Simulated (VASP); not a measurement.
# Al (P6_3/mmc) in VASP: elastic constants with LDA

Aim: the elastic constants of Al with LDA.

Everything below comes from runs of VASP 6.6.1. Logs are shortened: lines on timing, memory, paths and dates and some standing lists are left out, and cuts for length are marked.

## (1) The cell of the first run

Symmetry: P6_3/mmc, No. 194, hexagonal system. Conventional cell: a = 2.655 Å, b = 2.655 Å, c = 8.703 Å, α = 90.00°, β = 90.00°, γ = 120.00°. Al (site symmetry -3m) has 12 Al at 2.66 Å within 3.5 Å. Within 3.5 Å of Al (site symmetry -6m2) lie 12 Al at 2.66 Å.

This isn't the form of Al at room conditions, which is fcc.

## (2) Elastic constants, LDA

File INCAR:

```
PREC = Accurate ; ENCUT = 600
EDIFF = 1E-8 ; ISMEAR = -1
SIGMA = 0.15 ; LREAL = False
LASPH = True ; NELM = 80
ALGO = Normal ; ISIF = 3
LWAVE = False ; LCHARG = True
NBANDS = 14 ; IBRION = 6
NFREE = 2 ; POTIM = 0.015
NSW = 1 ; KPAR = 4
```

File KPOINTS:

```
regular mesh
0
Gamma
  18 18 6
```

File POSCAR:

```
Al
1.0
    2.6550423864      0.0000000000      0.0000000000
   -1.3275211932      2.2993341547      0.0000000000
    0.0000000000      0.0000000000      8.7031864688
Al
4
Direct
    0.0000000000      0.0000000000      0.0000000000
    0.3333333333      0.6666666667      0.2500000000
    0.0000000000      0.0000000000      0.5000000000
    0.6666666667      0.3333333333      0.7500000000
```

Potentials or basis: VASP PAW LDA potentials, release 64 (Al).

Run with:

```sh
cat potpaw_LDA.64/Al/POTCAR > POTCAR
mpirun -np 4 vasp_std > vasp.out
```

OUTCAR:

```text
PREC = Accurate
   ENCUT = 600
   EDIFF = 1E-8
   ISMEAR = -1
   LREAL = False
   LASPH = True
   NELM = 80
   ISIF = 3
   IBRION = 6
   NFREE = 2
   POTIM = 0.015
   NSW = 1

 ion  position               nearest neighbor table
   1  0.000  0.000  0.000-   2 2.66   4 2.66   2 2.66   4 2.66   4 2.66   2 2.66
   2  0.333  0.667  0.250-   1 2.66   3 2.66   1 2.66   3 2.66   1 2.66   3 2.66
   3  0.000  0.000  0.500-   2 2.66   4 2.66   2 2.66   4 2.66   4 2.66   2 2.66
   4  0.667  0.333  0.750-   1 2.66   3 2.66   1 2.66   3 2.66   1 2.66   3 2.66

  LATTYP: Found a hexagonal cell.
 ALAT       =     2.6550423864
 C/A-ratio  =     3.2779840026

  Lattice vectors:

 A1 = (   2.6550423864,   0.0000000000,   0.0000000000)
 A2 = (  -1.3275211932,   2.2993341547,   0.0000000000)
 A3 = (   0.0000000000,   0.0000000000,   8.7031864688)

Analysis of symmetry for initial positions (statically):
=====================================================================
 Subroutine PRICEL returns:
 Original cell was already a primitive cell.

 Routine SETGRP: Setting up the symmetry group for a
 hexagonal supercell.

 Subroutine GETGRP returns: Found 24 space group operations
 (whereof 12 operations were pure point group operations)
 out of a pool of 24 trial point group operations.

The static configuration has the point symmetry D_3d.
 The point group associated with its full space group is D_6h.

Analysis of symmetry for dynamics (positions and initial velocities):
=====================================================================
 Subroutine PRICEL returns:
 Original cell was already a primitive cell.

 Routine SETGRP: Setting up the symmetry group for a
 hexagonal supercell.

 Subroutine GETGRP returns: Found 24 space group operations
 (whereof 12 operations were pure point group operations)
 out of a pool of 24 trial point group operations.

The dynamic configuration has the point symmetry D_3d.
 The point group associated with its full space group is D_6h.

 Subroutine INISYM returns: Found 24 space group operations
 (whereof 12 operations are pure point group operations),
 and found     1 'primitive' translations

----------------------------------------------------------------------------------------

                                     Primitive cell

  volume of cell :      53.1315

  direct lattice vectors                    reciprocal lattice vectors
     2.655042386  0.000000000  0.000000000     0.376641821  0.217454257  0.000000000
    -1.327521193  2.299334155  0.000000000     0.000000000  0.434908514  0.000000000
     0.000000000  0.000000000  8.703186469     0.000000000  0.000000000  0.114900445

  length of vectors
     2.655042386  2.655042386  8.703186469     0.434908514  0.434908514  0.114900445

  position of ions in fractional coordinates (direct lattice)
     0.000000000  0.000000000  0.000000000
     0.333333333  0.666666667  0.250000000
     0.000000000  0.000000000  0.500000000
     0.666666667  0.333333333  0.750000000

  ion indices of the primitive-cell ions
   primitive index   ion index
                 1           1
                 2           2
                 3           3
                 4           4

----------------------------------------------------------------------------------------

 KPOINTS: regular mesh

Automatic generation of k-mesh.
 Grid dimensions read from file:
 generate k-points for:   18   18    6

 Generating k-lattice:

  Cartesian coordinates                     Fractional coordinates (reciprocal lattice)
     0.020924546  0.012080792  0.000000000     0.055555556  0.000000000  0.000000000
     0.000000000  0.024161584  0.000000000     0.000000000  0.055555556  0.000000000
     0.000000000  0.000000000  0.019150074     0.000000000  0.000000000  0.166666667

  Length of vectors
     0.024161584  0.024161584  0.019150074

  Shift w.r.t. Gamma in fractional coordinates (k-lattice)
     0.000000000  0.000000000  0.000000000

 Subroutine IBZKPT returns following result:
[... 76 lines left out ...]
   AEXX    =    0.0000 exact exchange contribution
   IVDW    =     0    specifies the selected vdW correction
   LEPSILON=     F    determine dielectric tensor
   LRPA    =     F    only Hartree local field effects (RPA)
 finite differences with symmetry
 non-spin polarized calculation
  energy-cutoff  :      600.00
  volume of cell :       53.13
 maximum number of plane-waves:      1792
 NGX is ok and might be reduce to    24
   NGX = 11   NGY = 11   NGZ = 35

--------------------------------------- Ionic step        1  -------------------------------------------

 number of electron      12.0000000 magnetization

 Free energy of the ion-electron system (eV)
  ---------------------------------------------------
  ext. energy  EPLUGINS =         0.00000000
  ---------------------------------------------------
  free energy    TOTEN  =       -16.15360893 eV

  energy without entropy =      -16.05481272  energy(sigma->0) =      -16.10421083

------------------------ aborting loop because EDIFF is reached ----------------------------------------

  FORCE on cell =-STRESS in cart. coord.  units (eV):
  Direction    XX          YY          ZZ          XY          YZ          ZX
  --------------------------------------------------------------------------------------
  -------------------------------------------------------------------------------------
  Total        7.3744826      7.3744826      7.3747615      0.0000000      0.0000000     -0.0000000
  in kB      222.3772204    222.3772204    222.3856328      0.0000000      0.0000000     -0.0000000
  external PRESSURE =     222.3800245 kB  Pullay stress =       0.0000000 kB
[... 95 lines left out ...]
  FREE ENERGIE OF THE ION-ELECTRON SYSTEM (eV)
  ---------------------------------------------------
  free  energy   TOTEN  =       -16.0319190391 eV

  energy  without entropy=      -15.9344352298  energy(sigma->0) =      -15.98317713

[... ionic steps 4 to 18 ...]

--------------------------------------- Ionic step       19  -------------------------------------------

 number of electron      12.0000000 magnetization

------------------------ aborting loop because EDIFF is reached ----------------------------------------
[... 71 lines left out ...]
--------------------------------------- Ionic step       21  -------------------------------------------

 number of electron      12.0000000 magnetization

 Free energy of the ion-electron system (eV)
  ---------------------------------------------------
  ext. energy  EPLUGINS =         0.00000000
  ---------------------------------------------------
  free energy    TOTEN  =       -16.15249827 eV

  energy without entropy =      -16.05371311  energy(sigma->0) =      -16.10310569

 E-fermi :  10.2057     XC(G=0): -11.1718

 val. band max:       10.1954309649   @ k =  -0.1111   0.3889   0.1667
 cond. band min:      10.2082542776   @ k =   0.2222   0.2222   0.3333
 fundamental gap:      0.0128233127
 Fermi energy:        10.2057032085

 k-point     1 :       0.0000    0.0000    0.0000
  band No.  band energies     occupation
      1      -2.4410      2.00000
      2      -0.5330      2.00000
      3      -0.4883      2.00000
      4       4.7683      2.00000
      5       5.4783      2.00000
      6      14.0253      0.00000
      7      14.0478      0.00000
      8      22.4864      0.00000
      9      22.4864      0.00000
     10      22.5778      0.00000
     11      22.5778      0.00000
     12      23.4209      0.00000
     13      23.4231      0.00000
     14      23.4429      0.00000
[... 377 lines left out ...]
      1       3.1742      2.00000
      2       4.9378      2.00000
      3       4.9853      2.00000
      4       6.0686      2.00000
      5       7.9581      2.00000
      6       8.0144      2.00000
      7      10.0640      1.44015
      8      10.9522      0.01370
      9      12.7703      0.00000
     10      12.8827      0.00000
     11      14.8336      0.00000
     12      15.1118      0.00000
     13      15.7538      0.00000
     14      19.3012      0.00000

 [... further k-points ...]

------------------------ aborting loop because EDIFF is reached ----------------------------------------

  FORCE on cell =-STRESS in cart. coord.  units (eV):
  Direction    XX          YY          ZZ          XY          YZ          ZX
  --------------------------------------------------------------------------------------
  -------------------------------------------------------------------------------------
  Total        7.3764401      7.3764401      7.3798432      0.0000000      0.0000000      0.0000000
  in kB      222.4362514    222.4362514    222.5388714      0.0000000      0.0000000      0.0000000
  external PRESSURE =     222.4704581 kB  Pullay stress =       0.0000000 kB
[... 19 lines left out ...]
  FREE ENERGIE OF THE ION-ELECTRON SYSTEM (eV)
  ---------------------------------------------------
  free  energy   TOTEN  =       -16.1524982725 eV

  energy  without entropy=      -16.0537131139  energy(sigma->0) =      -16.10310569

 INTERNAL STRAIN TENSORS FROM STRAINED CELLS
 ============================================

 INTERNAL STRAIN TENSOR FOR ION    1 for displacements in x,y,z  (eV/Angst):
          X           Y           Z          XY          YZ          ZX
  --------------------------------------------------------------------------------
  x    -0.00000     0.00000     0.00000     0.00000     0.00000     0.00000
  y     0.00000     0.00000     0.00000     0.00000     0.00000     0.00000
  z     0.00000    -0.00000     0.00000     0.00000     0.00000     0.00000

 INTERNAL STRAIN TENSORS FROM DISPLACED ATOMS
 ============================================

 INTERNAL STRAIN TENSOR FOR ION    1 for displacements in x,y,z  (eV/Angst):
          X           Y           Z          XY          YZ          ZX
  --------------------------------------------------------------------------------
  x     0.00000     0.00000     0.00000     0.00000     0.00000     0.00000
  y     0.00000     0.00000     0.00000     0.00000     0.00000     0.00000
  z     0.00000     0.00000     0.00000     0.00000     0.00000     0.00000

 INTERNAL STRAIN TENSOR FOR ION    4 for displacements in x,y,z  (eV/Angst):
          X           Y           Z          XY          YZ          ZX
  --------------------------------------------------------------------------------
  x     0.00000     0.00000     0.00000    -1.16139     0.00000     0.00000
  y    -1.16139     1.16139     0.00000     0.00000     0.00000     0.00000
  z     0.00000    -0.00000     0.00000     0.00000    -0.00000     0.00000

 Eigenvectors and eigenvalues of the dynamical matrix
 ----------------------------------------------------

   1 f  =   13.350653 THz    83.884624 2PiTHz  445.329836 cm-1    55.213838 meV
             X         Y         Z           dx          dy          dz
      0.000000  0.000000  0.000000     0.000000    0.000000   -0.499998
     -0.000000  1.532889  2.175797     0.000000    0.000000    0.500002
      0.000000  0.000000  4.351593     0.000000    0.000000   -0.499998
      1.327521  0.766445  6.527390    -0.000000   -0.000000    0.500002
[... 71 lines left out ...]
  12 f/i=    0.000125 THz     0.000786 2PiTHz    0.004172 cm-1     0.000517 meV
             X         Y         Z           dx          dy          dz
      0.000000  0.000000  0.000000     0.495255   -0.068644    0.000000
     -0.000000  1.532889  2.175797     0.495276   -0.068647    0.000000
      0.000000  0.000000  4.351593     0.495255   -0.068644    0.000000
      1.327521  0.766445  6.527390     0.495276   -0.068647    0.000000

--------------------------------------------------------------------------------------------------------

 ELASTIC MODULI CONTR FROM IONIC RELAXATION (kBar)
 Direction    XX          YY          ZZ          XY          YZ          ZX
 --------------------------------------------------------------------------------
 XX         -34.6085     34.6085     -0.0000     -0.0000      0.0000      0.0000
 YY          34.6085    -34.6085      0.0000      0.0000     -0.0000      0.0000
 ZZ          -0.0000      0.0000     -0.0000      0.0000      0.0000      0.0000
 XY          -0.0000      0.0000      0.0000    -34.6085     -0.0000      0.0000
 YZ           0.0000     -0.0000      0.0000     -0.0000     -0.0000      0.0000
 ZX           0.0000      0.0000      0.0000      0.0000      0.0000      0.0000
 --------------------------------------------------------------------------------

 TOTAL ELASTIC MODULI (kBar)
 Direction    XX          YY          ZZ          XY          YZ          ZX
 --------------------------------------------------------------------------------
 XX        2579.6146   1107.2355    843.7029     -0.0000     -0.0000      0.0000
 YY        1107.2355   2579.6146    843.7029      0.0000     -0.0000      0.0000
 ZZ         843.7029    843.7029   2760.9737      0.0000      0.0000     -0.0000
 XY          -0.0000      0.0000      0.0000    736.1895     -0.0000      0.0000
 YZ          -0.0000     -0.0000      0.0000     -0.0000    595.1103      0.0000
 ZX           0.0000      0.0000     -0.0000      0.0000      0.0000    595.1103
 --------------------------------------------------------------------------------
```

It took 26 min on 4 MPI ranks of Oxide Virtual Turin-like, shared host; peak memory 0.78 GiB.

What came out:

* Voigt bulk modulus: 150 GPa
* Highest phonon frequency at Γ: 445 cm⁻¹

Phonon frequencies in cm⁻¹ (negative: imaginary):
```tsv
q point	frequencies
(0.000, 0.000, 0.000)	0 0 0 128 128 154 154 204 204 316 318 445
```

Elastic tensor in Voigt notation (GPa, in the Cartesian axes of the cell as first typed):
```
258 111  84   0   0   0
111 258  84   0   0   0
 84  84 276   0   0   0
  0   0   0  60   0   0
  0   0   0   0  60   0
  0   0   0   0   0  74
```

Clamped-ion elastic tensor (GPa):
```
261 107  84   0   0   0
107 261  84   0   0   0
 84  84 276   0   0   0
  0   0   0  60   0   0
  0   0   0   0  60   0
  0   0   0   0   0  77
```

Caveat: the cell is under stress, which shifts elastic constants.
